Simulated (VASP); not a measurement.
# TePb (zincblende type) (F-43m) in VASP: notebook

The runs below take TePb (zincblende type) through single point, with PBE.

Program: VASP 6.6.1. These are calculated values, not measurements. Logs are shortened: lines on timing, memory, paths and dates and some standing lists are left out, and cuts for length are marked.

**1. The cell of the first run**

Symmetry: F-43m, No. 216, cubic system. The conventional cell has a = 6.451 Å, b = 6.451 Å, c = 6.451 Å, α = 90.00°, β = 90.00°, γ = 90.00°. Pb (site symmetry -43m) has 4 Te at 2.79 Å within 3.7 Å. Within 3.7 Å of Te (site symmetry -43m) lie 4 Pb at 2.79 Å.

**2. Single point, PBE (33.56 Å³/atom)**

The input, INCAR:

```
PREC = Accurate ; ENCUT = 520
EDIFF = 1E-6 ; ISMEAR = -1
SIGMA = 0.05 ; LREAL = F
LASPH = T ; NELM = 80
ALGO = Normal ; ISIF = 2
LWAVE = F ; LCHARG = F
GGA = PE ; NBANDS = 17
```

The input, KPOINTS:

```
regular mesh
0
Gamma
  12 12 12
```

The input, POSCAR:

```
TePb
1.0
    0.0000000000      3.2254449544      3.2254449544
    3.2254449544      0.0000000000      3.2254449544
    3.2254449544      3.2254449544      0.0000000000
Pb Te
1 1
Direct
    0.0000000000      0.0000000000      0.0000000000
    0.2500000000      0.2500000000      0.2500000000
```

Potentials or basis: VASP PAW PBE potentials, release 64 (Pb_d, Te).

Launch:

```bash
cat potpaw_PBE.64/Pb_d/POTCAR potpaw_PBE.64/Te/POTCAR > POTCAR
mpirun -np 1 vasp_std > vasp.out
```

OUTCAR:

```text
PREC = Accurate
   ENCUT = 520
   EDIFF = 1E-6
   ISMEAR = -1
   LREAL = F
   LASPH = T
   NELM = 80
   ISIF = 2
   GGA = PE

 ion  position               nearest neighbor table
   1  0.000  0.000  0.000-   2 2.79   2 2.79   2 2.79   2 2.79
   2  0.250  0.250  0.250-   1 2.79   1 2.79   1 2.79   1 2.79

  LATTYP: Found a face centered cubic cell.
 ALAT       =     6.4508899088

  Lattice vectors:

 A1 = (   0.0000000000,   3.2254449544,   3.2254449544)
 A2 = (   3.2254449544,   0.0000000000,   3.2254449544)
 A3 = (   3.2254449544,   3.2254449544,   0.0000000000)

Analysis of symmetry for initial positions (statically):
=====================================================================
 Subroutine PRICEL returns:
 Original cell was already a primitive cell.

 Routine SETGRP: Setting up the symmetry group for a
 face centered cubic supercell.

 Subroutine GETGRP returns: Found 24 space group operations
 (whereof 24 operations were pure point group operations)
 out of a pool of 48 trial point group operations.

The static configuration has the point symmetry T_d .

Analysis of symmetry for dynamics (positions and initial velocities):
=====================================================================
 Subroutine PRICEL returns:
 Original cell was already a primitive cell.

 Routine SETGRP: Setting up the symmetry group for a
 face centered cubic supercell.

 Subroutine GETGRP returns: Found 24 space group operations
 (whereof 24 operations were pure point group operations)
 out of a pool of 48 trial point group operations.

The dynamic configuration has the point symmetry T_d .

 Subroutine INISYM returns: Found 24 space group operations
 (whereof 24 operations are pure point group operations),
 and found     1 'primitive' translations

----------------------------------------------------------------------------------------

                                     Primitive cell

  volume of cell :      67.1118

  direct lattice vectors                    reciprocal lattice vectors
     0.000000000  3.225444954  3.225444954    -0.155017372  0.155017372  0.155017372
     3.225444954  0.000000000  3.225444954     0.155017372 -0.155017372  0.155017372
     3.225444954  3.225444954  0.000000000     0.155017372  0.155017372 -0.155017372

  length of vectors
     4.561467999  4.561467999  4.561467999     0.268497964  0.268497964  0.268497964

  position of ions in fractional coordinates (direct lattice)
     0.000000000  0.000000000  0.000000000
     0.250000000  0.250000000  0.250000000

  ion indices of the primitive-cell ions
   primitive index   ion index
                 1           1
                 2           2

----------------------------------------------------------------------------------------

 KPOINTS: regular mesh

Automatic generation of k-mesh.
 Grid dimensions read from file:
 generate k-points for:   12   12   12

 Generating k-lattice:

  Cartesian coordinates                     Fractional coordinates (reciprocal lattice)
    -0.012918114  0.012918114  0.012918114     0.083333333  0.000000000  0.000000000
     0.012918114 -0.012918114  0.012918114     0.000000000  0.083333333  0.000000000
     0.012918114  0.012918114 -0.012918114     0.000000000  0.000000000  0.083333333

  Length of vectors
     0.022374830  0.022374830  0.022374830

  Shift w.r.t. Gamma in fractional coordinates (k-lattice)
     0.000000000  0.000000000  0.000000000

 Subroutine IBZKPT returns following result:
 ===========================================

 Found     72 irreducible k-points:

 Following reciprocal coordinates:
            Coordinates               Weight
  0.000000  0.000000  0.000000      1.000000
  0.083333  0.000000  0.000000      8.000000
  0.166667  0.000000  0.000000      8.000000
  0.250000  0.000000  0.000000      8.000000
  0.333333  0.000000  0.000000      8.000000
  0.416667  0.000000  0.000000      8.000000
[... 16 lines left out ...]
  0.500000  0.166667  0.000000     24.000000
 -0.416667  0.166667  0.000000     24.000000
 [... further k-points ...]
   k-points           NKPTS =     72   k-points in BZ     NKDIM =     72   number of bands    NBANDS=     17
   number of dos      NEDOS =    301   number of ions     NIONS =      2
   total plane-waves  NPLWV =  46656
   dimension x,y,z NGX =    36 NGY =   36 NGZ =   36
   dimension x,y,z NGXF=    72 NGYF=   72 NGZF=   72
   ions per type =               1   1
   NGX,Y,Z   is equivalent  to a cutoff of  13.12, 13.12, 13.12 a.u.
   NGXF,Y,Z  is equivalent  to a cutoff of  26.24, 26.24, 26.24 a.u.
 SYSTEM =  unknown system
   PREC   = accura    normal or accurate (medium, high low for compatibility)
   ISTART =      0    job   : 0-new  1-cont  2-samecut
   ICHARG =      2    charge: 1-file 2-atom 10-const
   ISPIN  =      1    spin polarized calculation?
   LNONCOLLINEAR =      F non collinear calculations
   LSORBIT =      F    spin-orbit coupling
   LASPH  =      T    aspherical Exc in radial PAW
   ENCUT  =  520.0 eV  38.22 Ry    6.18 a.u.   8.48  8.48  8.48*2*pi/ulx,y,z
   NELM   =     80;   NELMIN=  2; NELMDL= -5     # of ELM steps
   EDIFF  = 0.1E-05   stopping-criterion for ELM
   LREAL  =      F    real-space projection
   EDIFFG = 0.1E-04   stopping-criterion for IOM
   NSW    =      0    number of steps for IOM
   IBRION =     -1    ionic relax: 0-MD 1-quasi-New 2-CG
   NFREE  =      0    steps in history (QN), initial steepest desc. (CG)
   ISIF   =      2    stress and relaxation
   ISYM   =      2    0-nonsym 1-usesym 2-fastsym
   POTIM  = 0.5000    time-step for ionic-motion
   TEBEG  =    0.0;   TEEND  =   0.0 temperature during run
   PSTRESS=    0.0 pullay stress
   NELECT =      20.0000    total number of electrons
   NUPDOWN=      -1.0000    fix difference up-down
   EMIN   =  10.00;   EMAX   =-10.00  energy-range for DOS
   EFERMI =   0.00;   METHOD = LEGACY
   ISMEAR =    -1;   SIGMA  =   0.05  broadening in eV -4-tet -1-fermi 0-gaus
   EFERMI_NEDOS =   21; number of points for ismear=-14 and -15
   IALGO  =     38    algorithm
   IMIX   =      4    mixing-type and parameters
     AMIX     =   0.40;   BMIX     =  1.00
     AMIX_MAG =   1.60;   BMIX_MAG =  1.00
  volume/ion in A,a.u.               =      33.56       226.45
  Fermi-wavevector in a.u.,A,eV,Ry     =   1.093499  2.066414 16.269042  1.195741
  Thomas-Fermi vector in A             =   2.229786
   LORBIT       =      0    0 simple, 1 ext, 2 COOP (PROOUT), +10 PAW based schemes
   GGA     = PE    functional components
   LHFCALC =     F    Hartree Fock is set to
   AEXX    =    0.0000 exact exchange contribution
   IVDW    =     0    specifies the selected vdW correction
   LEPSILON=     F    determine dielectric tensor
   LRPA    =     F    only Hartree local field effects (RPA)
 non-spin polarized calculation
  energy-cutoff  :      520.00
  volume of cell :       67.11
 maximum number of plane-waves:      1828
 NGX is ok and might be reduce to    36
   NGX = 17   NGY = 17   NGZ = 17

 number of electron      20.0000002 magnetization

 Free energy of the ion-electron system (eV)
  ---------------------------------------------------
  ext. energy  EPLUGINS =         0.00000000
  ---------------------------------------------------
  free energy    TOTEN  =        -5.67848901 eV

  energy without entropy =       -5.67242083  energy(sigma->0) =       -5.67545492

 E-fermi :   6.6499     XC(G=0):  -9.0583

 val. band max:        6.6400091376   @ k =  -0.4167   0.5000   0.0833
 cond. band min:       6.6540003982   @ k =   0.3333   0.3333   0.0000
 fundamental gap:      0.0139912606
 Fermi energy:         6.6498725540

 k-point     1 :       0.0000    0.0000    0.0000
  band No.  band energies     occupation
      1     -10.9295      2.00000
      2     -10.9295      2.00000
      3     -10.9295      2.00000
      4     -10.8138      2.00000
      5     -10.8138      2.00000
      6      -7.3829      2.00000
[... 9 lines left out ...]
     16      13.7554      0.00000
     17      14.2969      0.00000

 k-point     2 :       0.0833    0.0000    0.0000
  band No.  band energies     occupation
      1     -10.9344      2.00000
      2     -10.9277      2.00000
      3     -10.9277      2.00000
      4     -10.8139      2.00000
      5     -10.8139      2.00000
      6      -7.3170      2.00000
[... 9 lines left out ...]
     16      13.2530      0.00000
     17      14.0218      0.00000

 k-point     3 :       0.1667    0.0000    0.0000
  band No.  band energies     occupation
      1     -10.9476      2.00000
      2     -10.9231      2.00000
      3     -10.9231      2.00000
      4     -10.8140      2.00000
      5     -10.8140      2.00000
      6      -7.1247      2.00000
[... 9 lines left out ...]
     16      12.8235      0.00000
     17      13.7258      0.00000

 k-point     4 :       0.2500    0.0000    0.0000
  band No.  band energies     occupation
      1     -10.9651      2.00000
      2     -10.9170      2.00000
      3     -10.9170      2.00000
      4     -10.8138      2.00000
      5     -10.8138      2.00000
      6      -6.8246      2.00000
[... 9 lines left out ...]
     16      12.7465      0.00000
     17      14.2726      0.00000
[... 343 lines left out ...]
      1     -11.0004      2.00000
      2     -10.9034      2.00000
      3     -10.9002      2.00000
      4     -10.8199      2.00000
      5     -10.8089      2.00000
      6      -6.1232      2.00000
[... 9 lines left out ...]
     16      14.3900      0.00000
     17      15.2130      0.00000

 k-point    23 :       0.5000    0.1667    0.0000
  band No.  band energies     occupation
      1     -11.0066      2.00000
      2     -10.9017      2.00000
      3     -10.8986      2.00000
      4     -10.8177      2.00000
      5     -10.8100      2.00000
      6      -5.8326      2.00000
[... 9 lines left out ...]
     16      14.3504      0.00000
     17      14.7958      0.00000

 k-point    24 :      -0.4167    0.1667    0.0000
  band No.  band energies     occupation
      1     -11.0063      2.00000
      2     -10.9015      2.00000
      3     -10.8998      2.00000
      4     -10.8152      2.00000
      5     -10.8121      2.00000
      6      -5.7870      2.00000
[... 9 lines left out ...]
     16      13.6745      0.00000
     17      15.5399      0.00000

 [... further k-points ...]

------------------------ aborting loop because EDIFF is reached ----------------------------------------

  FORCE on cell =-STRESS in cart. coord.  units (eV):
  Direction    XX          YY          ZZ          XY          YZ          ZX
  --------------------------------------------------------------------------------------
  -------------------------------------------------------------------------------------
  Total        8.5248409      8.5248409      8.5248409     -0.0000000      0.0000000      0.0000000
  in kB      203.5157224    203.5157224    203.5157224     -0.0000000      0.0000000      0.0000000
  external PRESSURE =     203.5157224 kB  Pullay stress =       0.0000000 kB

 VOLUME and BASIS-vectors are now :
 -----------------------------------------------------------------------------
  energy-cutoff  :      520.00
  volume of cell :       67.11
      direct lattice vectors                 reciprocal lattice vectors
     0.000000000  3.225444954  3.225444954    -0.155017372  0.155017372  0.155017372
     3.225444954  0.000000000  3.225444954     0.155017372 -0.155017372  0.155017372
     3.225444954  3.225444954  0.000000000     0.155017372  0.155017372 -0.155017372

 POSITION                                       TOTAL-FORCE (eV/Angst)
 -----------------------------------------------------------------------------------
      0.00000      0.00000      0.00000         0.000000      0.000000      0.000000
      1.61272      1.61272      1.61272        -0.000000     -0.000000     -0.000000
 -----------------------------------------------------------------------------------
    total drift:                                0.000000      0.000000      0.000000

  FREE ENERGIE OF THE ION-ELECTRON SYSTEM (eV)
  ---------------------------------------------------
  free  energy   TOTEN  =        -5.6784890056 eV

  energy  without entropy=       -5.6724208324  energy(sigma->0) =       -5.67545492
```

Run time: 1.7 min. Hardware: 1 thread of Intel Xeon 8259CL, shared host; peak memory 0.25 GiB.

Results:

```yaml
Free_energy: -5.6785 eV
Pressure: 20.4 GPa
Band_gap_on_the_k_mesh: zero (bands 10 and 11 overlap by 0.66 eV)
```

Caveat: the cell stands under pressure; semilocal functionals underestimate gaps, so a narrow gap can read as zero; spin-orbit coupling is left out, which moves the levels of the heavy elements.

**3. Single point, PBE (38.49 Å³/atom)**

This run uses another cell than the first one, of 38.49 Å³/atom.

The input, INCAR:

```
  PREC = Accurate
  ENCUT = 520
  EDIFF = 1E-6
  ISMEAR = -1
  SIGMA = 0.05
  LREAL = F
  LASPH = T
  NELM = 100
  ALGO = Normal
  ISIF = 2
  LWAVE = F
  LCHARG = T
  GGA = PE
  LELF = T
  LVHAR = T
  NBANDS = 17
```

The input, KPOINTS:

```
Automatic mesh
0
Gamma
  12 12 12
```

The input, POSCAR:

```
TePb
1.0
    0.0000000000      3.3763816497      3.3763816497
    3.3763816497      0.0000000000      3.3763816497
    3.3763816497      3.3763816497      0.0000000000
Pb Te
1 1
Direct
    0.0000000000      0.0000000000      0.0000000000
    0.2500000000      0.2500000000      0.2500000000
```

Potentials or basis: VASP PAW PBE potentials, release 64 (Pb_d, Te).

Launch:

```bash
cat potpaw_PBE.64/Pb_d/POTCAR potpaw_PBE.64/Te/POTCAR > POTCAR
mpirun -np 1 vasp_std > vasp.out
```

Wall time 2.2 min (1 thread of Intel Xeon 8259CL, shared host); peak memory 0.27 GiB.

The run converged. Its results:

- Free energy: -6.5904 eV
- Pressure: 10.1 GPa
- Band gap on the k mesh: zero (bands 10 and 11 overlap by 0.09 eV)

Levels at points of the mesh, in eV from the Fermi level:
```tsv
k point	band 6	band 7	band 8	band 9	band 10	band 11	band 12	band 13	band 14	band 15
(0.00, 0.00, 0.00)	-13.01	-5.68	-2.14	-2.14	-2.14	1.12	1.12	1.12	3.78	6.96
(0.50, 0.00, 0.00)	-11.90	-8.59	-2.92	-2.92	-2.51	2.09	2.09	4.36	5.46	7.24
(0.50, 0.50, 0.00)	-11.31	-9.31	-3.86	-3.86	-1.00	-0.05	5.13	5.13	5.79	7.79
```

Caveat: the cell stands under pressure; semilocal functionals underestimate gaps, so a narrow gap can read as zero; spin-orbit coupling is left out, which moves the levels of the heavy elements.

(Part 1 of 2 ends here.)
